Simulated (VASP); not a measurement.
# V (Im-3m) in VASP: settings compared, part 2 of 2

VASP 6.6.1. Earlier steps stand in the parts before.

## 3. Single point, PBE+D4, collinear spin, ferromagnetic start

The input, INCAR:

```
SYSTEM = V
PREC = Accurate
ENCUT = 520
EDIFF = 1E-6
ISMEAR = -1
SIGMA = 0.025851999786435532
LREAL = .FALSE.
LASPH = .TRUE.
NELM = 150
ALGO = Normal
ISIF = 2
LWAVE = .FALSE.
LCHARG = .FALSE.
ISPIN = 2
MAGMOM = 0.51
LORBIT = 11
LMAXMIX = 4
GGA = PE
IVDW = 13
NBANDS = 16
```

The input, KPOINTS:

```
Automatic mesh
0
G
  6 6 6
  0 0 0
```

The input, POSCAR:

```
V
1.0
   -1.5130000000      1.5130000000      1.5130000000
    1.5130000000     -1.5130000000      1.5130000000
    1.5130000000      1.5130000000     -1.5130000000
V
1
Direct
    0.0000000000      0.0000000000      0.0000000000
```

Potentials or basis: VASP PAW PBE potentials, release 64 (V_sv).

Run with:

```sh
cat potpaw_PBE.64/V_sv/POTCAR > POTCAR
mpirun -np 1 vasp_std > vasp.out
```

OUTCAR:

```text
SYSTEM = V
   PREC = Accurate
   ENCUT = 520
   EDIFF = 1E-6
   ISMEAR = -1
   LREAL = .FALSE.
   LASPH = .TRUE.
   NELM = 150
   ISIF = 2
   ISPIN = 2
   LORBIT = 11
   GGA = PE
   IVDW = 13

 ion  position               nearest neighbor table
   1  0.000  0.000  0.000-

  LATTYP: Found a body centered cubic cell.
 ALAT       =     3.0260000000

  Lattice vectors:

 A1 = (  -1.5130000000,   1.5130000000,   1.5130000000)
 A2 = (   1.5130000000,  -1.5130000000,   1.5130000000)
 A3 = (   1.5130000000,   1.5130000000,  -1.5130000000)

Analysis of symmetry for initial positions (statically):
=====================================================================
 Subroutine PRICEL returns:
 Original cell was already a primitive cell.

 Routine SETGRP: Setting up the symmetry group for a
 body centered cubic supercell.

 Subroutine GETGRP returns: Found 48 space group operations
 (whereof 48 operations were pure point group operations)
 out of a pool of 48 trial point group operations.

The static configuration has the point symmetry O_h .

Analysis of symmetry for dynamics (positions and initial velocities):
=====================================================================
[... 479 lines left out ...]
      2     -27.4979      1.00000
      3     -27.4979      1.00000
      4     -27.4979      1.00000
      5       3.0717      1.00000
      6      10.0659      0.00000
[... 281 lines left out ...]
      3     -28.0598      1.00000
      4     -28.0598      1.00000
      5       6.6614      1.00000
      6       6.6614      1.00000
[... 8 lines left out ...]
     15      30.7548      0.00000
     16      41.5924      0.00000

------------------------ aborting loop because EDIFF is reached ----------------------------------------

  DFT-D4 for vdW energy calculation

  Edisp (eV):   -0.31871

  FORCE on cell =-STRESS in cart. coord.  units (eV):
  Direction    XX          YY          ZZ          XY          YZ          ZX
  --------------------------------------------------------------------------------------
  -------------------------------------------------------------------------------------
  Total      -0.61490    -0.61490    -0.61490     0.00000    -0.00000     0.00000
  in kB     -71.11072   -71.11072   -71.11072     0.00000    -0.00000     0.00000
  external pressure =      -71.11 kB  Pullay stress =        0.00 kB

 VOLUME and BASIS-vectors are now :
 -----------------------------------------------------------------------------
  energy-cutoff  :      520.00
  volume of cell :       13.85
      direct lattice vectors                 reciprocal lattice vectors
    -1.513000000  1.513000000  1.513000000     0.000000000  0.330469266  0.330469266
     1.513000000 -1.513000000  1.513000000     0.330469266  0.000000000  0.330469266
     1.513000000  1.513000000 -1.513000000     0.330469266  0.330469266  0.000000000

 POSITION                                       TOTAL-FORCE (eV/Angst)
 -----------------------------------------------------------------------------------
      0.00000      0.00000      0.00000         0.000000      0.000000     -0.000000
 -----------------------------------------------------------------------------------
    total drift:                                0.000000     -0.000000      0.000000

  FREE ENERGIE OF THE ION-ELECTRON SYSTEM (eV)
  ---------------------------------------------------
  free  energy   TOTEN  =        -9.2706370553 eV

  energy  without entropy=       -9.2683980906  energy(sigma->0) =       -9.26951757

 total charge

# of ion       s       p       d       tot
------------------------------------------
    1        2.332   6.214   3.060  11.606

 magnetization (x)

# of ion       s       p       d       tot
------------------------------------------
    1        0.010   0.053   0.435   0.498
```

Run time: 6.8 s. Hardware: 1 thread of Intel Xeon 6975P-C (Granite Rapids), shared host; peak memory 0.12 GiB.

Results:

```
Free energy                                           : -9.2706 eV
Pressure                                              : -7.1 GPa
Net moment                                            : 0.63 μB per cell
Site moments                                          : V +0.50 μB
Valence electrons inside the program's atomic spheres : V 11.61
Dispersion energy per atom                            : -0.319 eV
```

Levels at points of the mesh, in eV from the Fermi level:
Spin up:
```
           k point  band 4  band 5  band 6  band 7  band 8  band 9  band 10  band 11
(0.00, 0.00, 0.00)  -37.34   -6.80    0.09    0.09    0.09    2.18     2.18    19.99
(0.50, 0.00, 0.00)  -37.35   -3.35   -1.39    1.27    2.12    2.51     3.66     9.55
(0.50, 0.50, 0.50)  -37.91   -3.07   -3.07    3.29    3.29    3.29     9.63     9.63
```
Spin down:
```csv
k point,band 4,band 5,band 6,band 7,band 8,band 9
"(0.00, 0.00, 0.00)",-36.92,-6.35,0.65,0.65,0.65,2.43
"(0.50, 0.00, 0.00)",-36.92,-2.90,-0.84,1.72,2.48,2.78
"(0.50, 0.50, 0.50)",-37.48,-2.76,-2.76,3.82,3.82,3.82
```

Caveat: the k points lie up to 0.49 Å⁻¹ apart; pairwise dispersion overbinds metals, which lowers pressure and volume.

## 4. Single point, HSE06, collinear spin, ferromagnetic start

POSCAR is that of step 3.

The input, INCAR.step1:

```
SYSTEM = V
PREC     = Accurate       ! precision mode
ENCUT    = 520            ! plane-wave cutoff, eV
EDIFF    = 1E-5           ! SCF threshold, eV
ISMEAR   = 0              ! smearing method
SIGMA    = 0.1            ! smearing width, eV
LREAL    = .False.        ! projectors in reciprocal space
LASPH    = .True.         ! aspherical terms in the spheres
NELM     = 150            ! most SCF steps
ALGO     = Normal         ! electronic algorithm
ISIF     = 2              ! what is computed and relaxed
LWAVE    = .True.         ! write WAVECAR
LCHARG   = .False.        ! write CHGCAR
ISPIN    = 2              ! spin polarisation
MAGMOM   = 0.51           ! initial moments
LORBIT   = 11             ! projections on sites
LMAXMIX  = 4              ! l up to which the mixer works
NBANDS   = 16             ! bands
GGA      = PE             ! functional
```

The input, INCAR.step2:

```
SYSTEM = V
PREC     = Accurate       ! precision mode
ENCUT    = 520            ! plane-wave cutoff, eV
EDIFF    = 1E-6           ! SCF threshold, eV
ISMEAR   = 0              ! smearing method
SIGMA    = 0.1            ! smearing width, eV
LREAL    = .False.        ! projectors in reciprocal space
LASPH    = .True.         ! aspherical terms in the spheres
NELM     = 150            ! most SCF steps
ALGO     = Normal         ! electronic algorithm
ISIF     = 2              ! what is computed and relaxed
LWAVE    = .False.        ! write WAVECAR
LCHARG   = .False.        ! write CHGCAR
ISPIN    = 2              ! spin polarisation
MAGMOM   = 0.51           ! initial moments
LORBIT   = 11             ! projections on sites
LMAXMIX  = 4              ! l up to which the mixer works
GGA      = PE             ! functional
LHFCALC  = .True.         ! exact exchange
HFSCREEN = 0.2079         ! screening, 1/A
PRECFOCK = Normal       
NBANDS   = 16             ! bands
ISTART   = 1
```

The input, KPOINTS:

```
regular mesh
0
Gamma
  3 3 3
  0 0 0
```

Run with:

```sh
cat potpaw_PBE.64/V_sv/POTCAR > POTCAR
cp INCAR.step1 INCAR
mpirun -np 1 vasp_std > vasp.out
cp INCAR.step2 INCAR
mpirun -np 1 vasp_std > vasp.out
```

Run time: 32 s. Hardware: 1 thread of Intel Xeon 6975P-C (Granite Rapids), shared host; peak memory 0.22 GiB.

Results (log left out):

- Free energy: -11.1702 eV
- Pressure: -15.0 GPa
- Net moment: 0.42 μB per cell
- Site moments: V +0.27 μB
- Valence electrons inside the program's atomic spheres: V 11.53

Levels at points of the mesh, in eV from the Fermi level:
Spin up:
```
           k point  band 4  band 5  band 6  band 7  band 8  band 9
(0.00, 0.00, 0.00)  -41.13   -8.43    0.13    0.13    0.13    2.73
```
Spin down:
| k point | band 3 | band 4 | band 5 | band 6 | band 7 | band 8 | band 9 | band 10 |
| --- | --- | --- | --- | --- | --- | --- | --- | --- |
| (0.00, 0.00, 0.00) | -40.84 | -40.84 | -7.65 | 0.57 | 0.57 | 0.57 | 3.05 | 3.05 |

Caveat: the k points lie up to 0.98 Å⁻¹ apart; the PAW data sets were made with another functional, which shifts forces and pressure a little.

## 5. Single point, PBE, collinear spin, ferromagnetic start

The input, INCAR:

```
  ALGO = Normal
  EDIFF = 1E-7
  ENCUT = 520
  GGA = PE
  ISIF = 2
  ISMEAR = 0
  ISPIN = 2
  LASPH = True
  LCHARG = True
  LELF = True
  LMAXMIX = 4
  LORBIT = 11
  LREAL = False
  LVHAR = True
  LWAVE = False
  MAGMOM = 2
  NBANDS = 16
  NELM = 150
  PREC = Accurate
  SIGMA = 0.1
```

The input, KPOINTS:

```
k-points
0
Gamma
  6 6 6
```

POSCAR is that of step 4.

Run with:

```sh
cat potpaw_PBE.64/V_sv/POTCAR > POTCAR
mpirun -np 1 vasp_std > vasp.out
```

It took 12 s on 1 thread of Intel Xeon 8259CL, shared host; peak memory 0.13 GiB.

The run converged. Its results:

- Free energy: -8.9534 eV
- Pressure: -3.4 GPa
- Net moment: 0.62 μB per cell
- Site moments: V +0.49 μB
- Valence electrons inside the program's atomic spheres: V 11.60

Levels at points of the mesh, in eV from the Fermi level:
Spin up:
```tsv
k point	band 4	band 5	band 6	band 7	band 8	band 9	band 10	band 11
(0.00, 0.00, 0.00)	-37.33	-6.78	0.11	0.11	0.11	2.19	2.19	20.01
(0.50, 0.00, 0.00)	-37.34	-3.33	-1.37	1.29	2.14	2.53	3.68	9.57
(0.50, 0.50, 0.50)	-37.90	-3.05	-3.05	3.30	3.30	3.30	9.65	9.65
```
Spin down:
| k point | band 4 | band 5 | band 6 | band 7 | band 8 | band 9 |
| --- | --- | --- | --- | --- | --- | --- |
| (0.00, 0.00, 0.00) | -36.91 | -6.34 | 0.65 | 0.65 | 0.65 | 2.44 |
| (0.50, 0.00, 0.00) | -36.92 | -2.89 | -0.83 | 1.72 | 2.49 | 2.79 |
| (0.50, 0.50, 0.50) | -37.47 | -2.75 | -2.75 | 3.83 | 3.83 | 3.83 |

Caveat: the k points lie up to 0.49 Å⁻¹ apart.

## 6. The runs side by side

| level | k mesh | smearing | grid for exact exchange (PRECFOCK) | screening parameter | gap on the mesh (eV) | pressure (GPa) | moment (μB) |
| --- | --- | --- | --- | --- | --- | --- | --- |
| PBE+D4 | 6 × 6 × 6 | fermi-dirac 0.025852 eV | - | - | none | -7.1 | 0.63 |
| HSE06 | 3 × 3 × 3 | gaussian 0.1 eV | Normal | 0.2079 1/Å | none | -15.0 | 0.42 |
| PBE | 6 × 6 × 6 | gaussian 0.1 eV | - | - | none | -3.4 | 0.62 |

Alike in all rows: task single point; potentials or basis VASP PAW PBE potentials, release 64 (V_sv); spin collinear, ferromagnetic start; cell as given; cutoff (eV) 520.

Caveats: all runs use coarse meshes; pairwise dispersion overbinds metals, which lowers pressure and volume (some runs); the PAW data sets were made with another functional, which shifts forces and pressure a little (some runs).

Absolute energies hang on the potentials; compare differences alone.
